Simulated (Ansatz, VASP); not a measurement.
## One calculation of Se, two programs

The input INCAR:

```
SYSTEM = Se
  PREC = Accurate
  ENCUT = 520
  EDIFF = 1E-8
  ISMEAR = -1
  SIGMA = 0.03
  LREAL = .FALSE.
  LASPH = .TRUE.
  NELM = 60
  ALGO = Normal
  ISIF = 2
  LWAVE = .FALSE.
  LCHARG = .FALSE.
  GGA = PE
  LEFG = .TRUE.
  NBANDS = 16
```

KPOINTS

```
regular mesh
0
G
  6 6 5
  0 0 0
```

File POSCAR:

```
Se
1.0
    4.2770688178      0.0000000000      0.0000000000
   -2.1385344090      3.7040502500      0.0000000000
    0.0000000000      0.0000000000      4.8524777481
Se
3
Direct
    0.2254000000      0.0000000000      0.3333333333
    0.0000000000      0.2254000000      0.6666666667
    0.7746000000      0.7746000000      0.0000000000
```

Input for Ansatz:

```yaml
crystal:
  lattice:
    - [4.2770688178, 0.0, 0.0]
    - [-2.138534409, 3.70405025, 0.0]
    - [0.0, 0.0, 4.8524777481]
  atoms:
    - { symbol: Se, position: [0.2254, 0.0, 0.3333333333] }
    - { symbol: Se, position: [0.0, 0.2254, 0.6666666667] }
    - { symbol: Se, position: [0.7746, 0.7746, 0.0] }
kpoints:
  mp_grid: { grid: [6, 6, 5] }
scf:
  occupations: { method: fermi_dirac, width: 0.03 }
hamiltonian:
  xc: pbe
  pseudopotentials: { kind: paw }
output:
  forces: true
  stress: true
  eigenvalues: true
  efg: { contact_densities: true }
```

Change from the starting cell: volume scaled by 0.94, PAW files.

Alike in both runs: task electric field gradients; functional PBE; k mesh 6 × 6 × 5; occupations fermi-dirac, width 0.03 eV; no spin polarisation.

```csv
,VASP,Ansatz
version,VASP 6.6.1,Ansatz 0.2.0
potentials or method,"VASP PAW PBE potentials, release 64 (Se)","PAW with Ansatz's default frozen-core files, scalar-relativistic"
plane-wave cutoff (eV),520,420
valence electrons in the cell,18,48
```

|  | VASP | Ansatz | Ansatz less VASP |
| --- | --- | --- | --- |
| gap on the k mesh at the Fermi level (eV) | 1.27 | 1.27 | +0.001 |
| pressure (GPa) | 7.3 | 7.1 | -0.19 |
| traceless stress, the component that is largest in VASP (GPa) | 2.83 | 2.76 | -0.070 |
| rms of the force components (eV/Å) | 0.659 | 0.634 | -0.0258 |
| size of Vzz on the site where it differs most (V/Å²) | 485.6 | 503.9 | +18.29 |

Atom by atom the forces differ by 0.026 eV/Å (rms over components). The functional is the same, so the differences come from potentials, cutoffs and numerics. VASP's potentials hold 18 valence electrons a cell and Ansatz's 48, so a difference there can come from the potentials and not from the codes.
